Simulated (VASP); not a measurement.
# Sn4As (Pm-3m) in VASP: further runs

Sn4As is run at these levels: PBE; tasks: single point, relaxation of cell and atoms.

Program: VASP 6.6.1. These are calculated values, not measurements. Logs are shortened: lines on timing, memory, paths and dates and some standing lists are left out, and cuts for length are marked.

### Step 1. The cell of the first run

The structure is cubic, space group Pm-3m (No. 221). The conventional cell has a = 5.363 Å, b = 5.363 Å, c = 5.363 Å, α = 90.00°, β = 90.00°, γ = 90.00°. Within 3.5 Å of Sn (site symmetry 4/mmm) lie 2 As at 2.68 Å. Within 5.0 Å of Sn (site symmetry m-3m) lie 12 Sn at 3.79 Å and 8 As at 4.64 Å. Within 3.5 Å of As (site symmetry m-3m) lie 6 Sn at 2.68 Å.

The cell was generated, and may not be a known phase.

### Step 2. Single point, PBE

The input, INCAR:

```
  ALGO = Normal
  EDIFF = 1E-6
  ENCUT = 520
  GGA = PE
  ISIF = 2
  ISMEAR = 0
  LASPH = T
  LCHARG = T
  LELF = T
  LREAL = F
  LVHAR = T
  LWAVE = F
  NBANDS = 38
  NELM = 60
  PREC = Accurate
  SIGMA = 0.1
```

The input, KPOINTS:

```
k-points
0
Gamma
  4 4 4
```

The input, POSCAR:

```
Sn4As
1.0
    5.3634650900      0.0000000000      0.0000000000
    0.0000000000      5.3634650900      0.0000000000
    0.0000000000      0.0000000000      5.3634650900
Sn As
4 1
Direct
    0.5000000000      0.0000000000      0.0000000000
    0.0000000000      0.5000000000      0.0000000000
    0.0000000000      0.0000000000      0.5000000000
    0.5000000000      0.5000000000      0.5000000000
    0.0000000000      0.0000000000      0.0000000000
```

Potentials or basis: VASP PAW PBE potentials, release 64 (Sn_d, As).

Command:

```sh
$ cat potpaw_PBE.64/Sn_d/POTCAR potpaw_PBE.64/As/POTCAR > POTCAR
$ mpirun -np 1 vasp_std > vasp.out
```

OUTCAR:

```text
EDIFF = 1E-6
   ENCUT = 520
   GGA = PE
   ISIF = 2
   ISMEAR = 0
   LASPH = T
   LREAL = F
   NELM = 60
   PREC = Accurate

 ion  position               nearest neighbor table
   1  0.500  0.000  0.000-   5 2.68   5 2.68
   2  0.000  0.500  0.000-   5 2.68   5 2.68
   3  0.000  0.000  0.500-   5 2.68   5 2.68
   4  0.500  0.500  0.500-
   5  0.000  0.000  0.000-   1 2.68   2 2.68   3 2.68   3 2.68   2 2.68   1 2.68

  LATTYP: Found a simple cubic cell.
 ALAT       =     5.3634650900

  Lattice vectors:

 A1 = (   5.3634650900,   0.0000000000,   0.0000000000)
 A2 = (   0.0000000000,   5.3634650900,   0.0000000000)
 A3 = (   0.0000000000,   0.0000000000,   5.3634650900)

Analysis of symmetry for initial positions (statically):
=====================================================================
 Subroutine PRICEL returns:
 Original cell was already a primitive cell.

 Routine SETGRP: Setting up the symmetry group for a
 simple cubic supercell.

 Subroutine GETGRP returns: Found 48 space group operations
 (whereof 48 operations were pure point group operations)
 out of a pool of 48 trial point group operations.

The static configuration has the point symmetry O_h .

Analysis of symmetry for dynamics (positions and initial velocities):
=====================================================================
 Subroutine PRICEL returns:
 Original cell was already a primitive cell.

 Routine SETGRP: Setting up the symmetry group for a
 simple cubic supercell.

 Subroutine GETGRP returns: Found 48 space group operations
 (whereof 48 operations were pure point group operations)
 out of a pool of 48 trial point group operations.

The dynamic configuration has the point symmetry O_h .

 Subroutine INISYM returns: Found 48 space group operations
 (whereof 48 operations are pure point group operations),
 and found     1 'primitive' translations

----------------------------------------------------------------------------------------

                                     Primitive cell

  volume of cell :     154.2895

  direct lattice vectors                    reciprocal lattice vectors
     5.363465090  0.000000000  0.000000000     0.186446632  0.000000000  0.000000000
     0.000000000  5.363465090  0.000000000     0.000000000  0.186446632  0.000000000
     0.000000000  0.000000000  5.363465090     0.000000000  0.000000000  0.186446632

  length of vectors
     5.363465090  5.363465090  5.363465090     0.186446632  0.186446632  0.186446632

  position of ions in fractional coordinates (direct lattice)
     0.500000000  0.000000000  0.000000000
     0.000000000  0.500000000  0.000000000
     0.000000000  0.000000000  0.500000000
     0.500000000  0.500000000  0.500000000
     0.000000000  0.000000000  0.000000000

  ion indices of the primitive-cell ions
   primitive index   ion index
                 1           1
                 2           2
                 3           3
                 4           4
                 5           5

----------------------------------------------------------------------------------------

 KPOINTS: k-points

Automatic generation of k-mesh.
 Grid dimensions read from file:
 generate k-points for:    4    4    4

 Generating k-lattice:

  Cartesian coordinates                     Fractional coordinates (reciprocal lattice)
     0.046611658  0.000000000  0.000000000     0.250000000  0.000000000  0.000000000
     0.000000000  0.046611658  0.000000000     0.000000000  0.250000000  0.000000000
     0.000000000  0.000000000  0.046611658     0.000000000  0.000000000  0.250000000

  Length of vectors
     0.046611658  0.046611658  0.046611658

  Shift w.r.t. Gamma in fractional coordinates (k-lattice)
     0.000000000  0.000000000  0.000000000

 Subroutine IBZKPT returns following result:
 ===========================================

 Found     10 irreducible k-points:

 Following reciprocal coordinates:
            Coordinates               Weight
  0.000000  0.000000  0.000000      1.000000
  0.250000  0.000000  0.000000      6.000000
  0.500000  0.000000  0.000000      3.000000
  0.250000  0.250000  0.000000     12.000000
  0.500000  0.250000  0.000000     12.000000
  0.500000  0.500000  0.000000      3.000000
  0.250000  0.250000  0.250000      8.000000
  0.500000  0.250000  0.250000     12.000000
  0.500000  0.500000  0.250000      6.000000
  0.500000  0.500000  0.500000      1.000000
   k-points           NKPTS =     10   k-points in BZ     NKDIM =     10   number of bands    NBANDS=     38
   number of dos      NEDOS =    301   number of ions     NIONS =      5
   total plane-waves  NPLWV =  64000
   dimension x,y,z NGX =    40 NGY =   40 NGZ =   40
   dimension x,y,z NGXF=    80 NGYF=   80 NGZF=   80
   ions per type =               4   1
   NGX,Y,Z   is equivalent  to a cutoff of  12.40, 12.40, 12.40 a.u.
   NGXF,Y,Z  is equivalent  to a cutoff of  24.80, 24.80, 24.80 a.u.
 SYSTEM =  unknown system
[... 67 lines left out ...]
      1     -16.0137      2.00000
      2     -15.8897      2.00000
      3     -15.8897      2.00000
      4     -15.8897      2.00000
      5     -15.8884      2.00000
      6     -15.8884      2.00000
[... 30 lines left out ...]
     37       9.9782      0.00000
     38      10.2007      0.00000

 k-point     2 :       0.2500    0.0000    0.0000
  band No.  band energies     occupation
      1     -15.9966      2.00000
      2     -15.9008      2.00000
      3     -15.8888      2.00000
      4     -15.8881      2.00000
      5     -15.8790      2.00000
      6     -15.8790      2.00000
[... 30 lines left out ...]
     37       9.3237      0.00000
     38      10.1948      0.00000

 k-point     3 :       0.5000    0.0000    0.0000
  band No.  band energies     occupation
      1     -15.9721      2.00000
      2     -15.9206      2.00000
      3     -15.8880      2.00000
      4     -15.8878      2.00000
      5     -15.8527      2.00000
      6     -15.8527      2.00000
[... 30 lines left out ...]
     37       8.4769      0.00000
     38       8.4769      0.00000

 k-point     4 :       0.2500    0.2500    0.0000
  band No.  band energies     occupation
      1     -15.9814      2.00000
      2     -15.9054      2.00000
      3     -15.8967      2.00000
      4     -15.8808      2.00000
      5     -15.8760      2.00000
      6     -15.8713      2.00000
[... 30 lines left out ...]
     37      10.2846      0.00000
     38      10.8442      0.00000

 k-point     5 :       0.5000    0.2500    0.0000
  band No.  band energies     occupation
      1     -15.9583      2.00000
      2     -15.9228      2.00000
      3     -15.8997      2.00000
      4     -15.8785      2.00000
      5     -15.8546      2.00000
      6     -15.8545      2.00000
[... 30 lines left out ...]
     37       9.3712      0.00000
     38       9.9709      0.00000

 k-point     6 :       0.5000    0.5000    0.0000
  band No.  band energies     occupation
      1     -15.9306      2.00000
      2     -15.9249      2.00000
      3     -15.9249      2.00000
      4     -15.8621      2.00000
      5     -15.8559      2.00000
      6     -15.8559      2.00000
[... 30 lines left out ...]
     37       9.4428      0.00000
     38      10.2168      0.00000

 k-point     7 :       0.2500    0.2500    0.2500
  band No.  band energies     occupation
      1     -15.9690      2.00000
      2     -15.9072      2.00000
      3     -15.9072      2.00000
      4     -15.8740      2.00000
      5     -15.8699      2.00000
      6     -15.8699      2.00000
[... 30 lines left out ...]
     37       9.6537      0.00000
     38      11.0469      0.00000

 k-point     8 :       0.5000    0.2500    0.2500
  band No.  band energies     occupation
      1     -15.9493      2.00000
      2     -15.9251      2.00000
      3     -15.9086      2.00000
      4     -15.8715      2.00000
      5     -15.8558      2.00000
      6     -15.8556      2.00000
[... 30 lines left out ...]
     37       8.9051      0.00000
     38       9.3392      0.00000

 k-point     9 :       0.5000    0.5000    0.2500
  band No.  band energies     occupation
      1     -15.9303      2.00000
      2     -15.9275      2.00000
      3     -15.9275      2.00000
      4     -15.8577      2.00000
      5     -15.8571      2.00000
      6     -15.8571      2.00000
[... 30 lines left out ...]
     37       9.5159      0.00000
     38       9.8758      0.00000

 k-point    10 :       0.5000    0.5000    0.5000
  band No.  band energies     occupation
      1     -15.9301      2.00000
      2     -15.9301      2.00000
      3     -15.9301      2.00000
      4     -15.8583      2.00000
      5     -15.8583      2.00000
      6     -15.8583      2.00000
[... 30 lines left out ...]
     37       9.4293      0.00000
     38       9.5944      0.00000

------------------------ aborting loop because EDIFF is reached ----------------------------------------

  FORCE on cell =-STRESS in cart. coord.  units (eV):
  Direction    XX          YY          ZZ          XY          YZ          ZX
  --------------------------------------------------------------------------------------
  -------------------------------------------------------------------------------------
  Total        0.3466120      0.3466120      0.3466120      0.0000000      0.0000000     -0.0000000
  in kB        3.5992984      3.5992984      3.5992984      0.0000000      0.0000000     -0.0000000
  external PRESSURE =       3.5992984 kB  Pullay stress =       0.0000000 kB

 VOLUME and BASIS-vectors are now :
 -----------------------------------------------------------------------------
  energy-cutoff  :      520.00
  volume of cell :      154.29
      direct lattice vectors                 reciprocal lattice vectors
     5.363465090  0.000000000  0.000000000     0.186446632  0.000000000  0.000000000
     0.000000000  5.363465090  0.000000000     0.000000000  0.186446632  0.000000000
     0.000000000  0.000000000  5.363465090     0.000000000  0.000000000  0.186446632

 POSITION                                       TOTAL-FORCE (eV/Angst)
 -----------------------------------------------------------------------------------
      2.68173      0.00000      0.00000         0.000000      0.000000      0.000000
      0.00000      2.68173      0.00000         0.000000      0.000000      0.000000
      0.00000      0.00000      2.68173         0.000000      0.000000      0.000000
      2.68173      2.68173      2.68173         0.000000      0.000000      0.000000
      0.00000      0.00000      0.00000         0.000000      0.000000      0.000000
 -----------------------------------------------------------------------------------
    total drift:                               -0.000000      0.000000     -0.000000

  FREE ENERGIE OF THE ION-ELECTRON SYSTEM (eV)
  ---------------------------------------------------
  free  energy   TOTEN  =       -18.0552233741 eV

  energy  without entropy=      -18.0317481192  energy(sigma->0) =      -18.04348575
```

Run time: 53 s. Hardware: 1 thread of Intel Xeon 8259CL, shared host; peak memory 0.25 GiB.

What came out:

* Free energy: -18.0552 eV
* Pressure: 0.4 GPa
* Band gap on the k mesh: zero (an odd number of electrons rules out a gap without spin polarisation)

Caveat: spin-orbit coupling is left out, which moves the levels of the heavy elements.

### Step 3. Single point, PBE

This run uses another cell than the first one, of 32.20 Å³/atom.

The input, INCAR:

```
SYSTEM = Sn4As
  ALGO = Fast
  EDIFF = 1E-6
  ENCUT = 520
  GGA = PE
  ISIF = 2
  ISMEAR = 0
  LASPH = .True.
  LCHARG = .True.
  LELF = .True.
  LREAL = .False.
  LVHAR = .True.
  LWAVE = .False.
  NBANDS = 38
  NELM = 80
  PREC = Accurate
  SIGMA = 0.1
```

The input, KPOINTS:

```
k-points
0
Gamma
  8 8 8
  0 0 0
```

Changes to POSCAR since step 2:

```diff
@@ -2,5 +2,5 @@
 1.0
-    5.3634650900      0.0000000000      0.0000000000
-    0.0000000000      5.3634650900      0.0000000000
-    0.0000000000      0.0000000000      5.3634650900
+    5.4401767428      0.0000000000      0.0000000000
+    0.0000000000      5.4401767428      0.0000000000
+    0.0000000000      0.0000000000      5.4401767428
 Sn As
```

Potentials or basis: VASP PAW PBE potentials, release 64 (Sn_d, As).

Command:

```sh
$ cat potpaw_PBE.64/Sn_d/POTCAR potpaw_PBE.64/As/POTCAR > POTCAR
$ mpirun -np 1 vasp_std > vasp.out
```

Run time: 5.3 min. Hardware: 1 thread of Intel Xeon 8259CL, shared host; peak memory 0.35 GiB.

Results (log left out):

| Quantity | Value |
| --- | --- |
| Free energy | -17.9518 eV |
| Pressure | 0.0 GPa |
| Band gap on the k mesh | zero (an odd number of electrons rules out a gap without spin polarisation) |

Levels at points of the mesh, in eV from the Fermi level:
```tsv
k point	band 27	band 28	band 29	band 30	band 31	band 32	band 33	band 34	band 35	band 36
(0.00, 0.00, 0.00)	-4.72	-3.82	-0.42	-0.42	-0.42	1.40	1.40	1.40	4.26	4.35
(0.50, 0.00, 0.00)	-4.40	-1.11	-1.11	0.18	0.53	0.96	1.28	1.28	2.02	2.40
(0.50, 0.50, 0.00)	-1.09	-0.98	-0.98	-0.06	-0.06	0.37	0.85	0.85	1.96	2.21
(0.50, 0.50, 0.50)	-3.06	-3.06	1.19	1.19	1.19	2.04	2.04	2.46	3.50	3.50
```

Caveat: spin-orbit coupling is left out, which moves the levels of the heavy elements.

### Step 4. Relaxation of cell and atoms, PBE

The input, INCAR:

```
ALGO = Normal
EDIFF = 1E-6
EDIFFG = -0.04
ENCUT = 600
GGA = PE
IBRION = 2
ISIF = 3
ISMEAR = 0
LASPH = T
LCHARG = F
LREAL = F
LWAVE = F
NELM = 100
NSW = 90
PREC = Accurate
SIGMA = 0.1
```

The input, KPOINTS:

```
k-points
0
Gamma
  4 4 4
```

Changes to POSCAR since step 3:

```diff
@@ -2,5 +2,5 @@
 1.0
-    5.4401767428      0.0000000000      0.0000000000
-    0.0000000000      5.4401767428      0.0000000000
-    0.0000000000      0.0000000000      5.4401767428
+    5.3634650900      0.0000000000      0.0000000000
+    0.0000000000      5.3634650900      0.0000000000
+    0.0000000000      0.0000000000      5.3634650900
 Sn As
```

Command:

```sh
$ cat potpaw_PBE.64/Sn_d/POTCAR potpaw_PBE.64/As/POTCAR > POTCAR
$ mpirun -np 1 vasp_std > vasp.out
```

It took 3.4 min on 1 thread of Intel Xeon 8259CL, shared host; peak memory 0.36 GiB.

Results (log left out):

- Free energy: -18.0574 eV
- Relaxed volume: 31.20 Å³/atom
- Relaxed cell: a = 5.383 Å, b = 5.383 Å, c = 5.383 Å, α = 90.00°, β = 90.00°, γ = 90.00°
- Space group after relaxing (to 0.1 Å): Pm-3m (No. 221)
- Energy gained by relaxing: 0.4 meV/atom
- Ionic steps: 2
- Pressure after relaxing: 0.0 GPa
- Band gap on the k mesh: zero (an odd number of electrons rules out a gap without spin polarisation)

The path:
| step | energy change (eV) | largest force (eV/Å) | pressure (GPa) | volume (Å³) |
| --- | --- | --- | --- | --- |
| 1 | 0.0000 | 0.0000 | 0.40 | 154.29 |
| 2 | -0.0020 | 0.0000 | 0.00 | 156.00 |

Final structure:
```
CELL_PARAMETERS angstrom
5.38321 0.00000 0.00000
0.00000 5.38321 0.00000
0.00000 0.00000 5.38321
ATOMIC_POSITIONS crystal
Sn 0.50000 0.00000 0.00000
Sn 0.00000 0.50000 0.00000
Sn 0.00000 0.00000 0.50000
Sn 0.50000 0.50000 0.50000
As 0.00000 0.00000 0.00000
```

Levels at points of the mesh, in eV from the Fermi level:
```
           k point  band 26  band 27  band 28  band 29  band 30  band 31  band 32  band 33  band 34  band 35
(0.00, 0.00, 0.00)    -5.50    -5.50    -4.06    -0.78    -0.78    -0.78     1.09     1.09     1.09     3.92
(0.50, 0.00, 0.00)    -5.20    -5.20    -1.47    -1.47    -0.16     0.08     0.71     0.93     0.93     1.67
(0.50, 0.50, 0.00)    -4.95    -1.44    -1.31    -1.31    -0.46    -0.46     0.15     0.33     0.33     1.46
(0.50, 0.50, 0.50)    -3.49    -3.49    -3.49     0.61     0.61     0.61     1.53     1.53     2.05     3.33
```

Caveat: spin-orbit coupling is left out, which moves the levels of the heavy elements.

### Step 5. Relaxation of cell and atoms, PBE

The input, INCAR:

```
PREC = Accurate
ENCUT = 600
EDIFF = 1E-6
ISMEAR = 0
SIGMA = 0.1
LREAL = F
LASPH = T
NELM = 100
ALGO = Fast
ISIF = 3
LWAVE = F
LCHARG = F
GGA = PE
IBRION = 2
NSW = 100
EDIFFG = -0.01
```

The input, KPOINTS:

```
Automatic mesh
0
Gamma
  8 8 8
```

POSCAR is that of step 4.

Command:

```sh
$ cat potpaw_PBE.64/Sn_d/POTCAR potpaw_PBE.64/As/POTCAR > POTCAR
$ mpirun -np 1 vasp_std > vasp.out
```

Run time: 21 min. Hardware: 1 thread of Intel Xeon 8259CL, shared host; peak memory 0.47 GiB.

Results (log left out):

```yaml
Free_energy: -17.9514 eV
Relaxed_volume: 32.23 Å³/atom
Relaxed_cell: a = 5.442 Å, b = 5.442 Å, c = 5.442 Å, α = 90.00°, β = 90.00°, γ = 90.00°
Space_group_after_relaxing_to_0.1_Å: Pm-3m (No. 221)
Energy_gained_by_relaxing: 7.5 meV/atom
Ionic_steps: 3
Pressure_after_relaxing: 0.0 GPa
Band_gap_on_the_k_mesh: zero (an odd number of electrons rules out a gap without spin polarisation)
```

The path:
```csv
step,energy change (eV),largest force (eV/Å),pressure (GPa),volume (Å³)
1,0.0000,0.0000,1.81,154.29
2,-0.0365,0.0000,-0.25,162.21
3,-0.0373,0.0000,-0.01,161.13
```

Final structure:
```xyz
5
Lattice="5.4416 0.0000 0.0000 0.0000 5.4416 0.0000 0.0000 0.0000 5.4416" Properties=species:S:1:pos:R:3 pbc="T T T"
Sn    2.7208    0.0000    0.0000
Sn    0.0000    2.7208    0.0000
Sn    0.0000    0.0000    2.7208
Sn    2.7208    2.7208    2.7208
As    0.0000    0.0000    0.0000
```

Levels at points of the mesh, in eV from the Fermi level:
| k point | band 28 | band 29 | band 30 | band 31 | band 32 | band 33 | band 34 | band 35 |
| --- | --- | --- | --- | --- | --- | --- | --- | --- |
| (0.00, 0.00, 0.00) | -3.82 | -0.42 | -0.42 | -0.42 | 1.40 | 1.40 | 1.40 | 4.36 |
| (0.50, 0.00, 0.00) | -1.11 | -1.11 | 0.18 | 0.52 | 0.96 | 1.28 | 1.28 | 2.01 |
| (0.50, 0.50, 0.00) | -0.98 | -0.98 | -0.05 | -0.05 | 0.37 | 0.85 | 0.85 | 1.96 |
| (0.50, 0.50, 0.50) | -3.06 | 1.18 | 1.18 | 1.18 | 2.04 | 2.04 | 2.45 | 3.50 |

Caveat: spin-orbit coupling is left out, which moves the levels of the heavy elements.

### Step 6. Summary

```tsv
task	cell	k mesh	cutoff (eV)	gap on the mesh (eV)	pressure (GPa)	relaxed volume (Å³/atom)
single point	a = 5.363 Å, 5 atoms	4 × 4 × 4	520	none	0.4	-
single point	a = 5.440 Å, 5 atoms	8 × 8 × 8	520	none	0.0	-
relaxation of cell and atoms	relaxed from a = 5.363 Å, 5 atoms	4 × 4 × 4	600	none	0.0	31.20
relaxation of cell and atoms	relaxed from a = 5.363 Å, 5 atoms	8 × 8 × 8	600	none	0.0	32.23
```

Alike in all rows: level PBE; potentials or basis VASP PAW PBE potentials, release 64 (Sn_d, As); no spin polarisation; smearing gaussian 0.1 eV.

Caveats: spin-orbit coupling is left out, which moves the levels of the heavy elements.

Absolute energies hang on the potentials; compare differences alone.
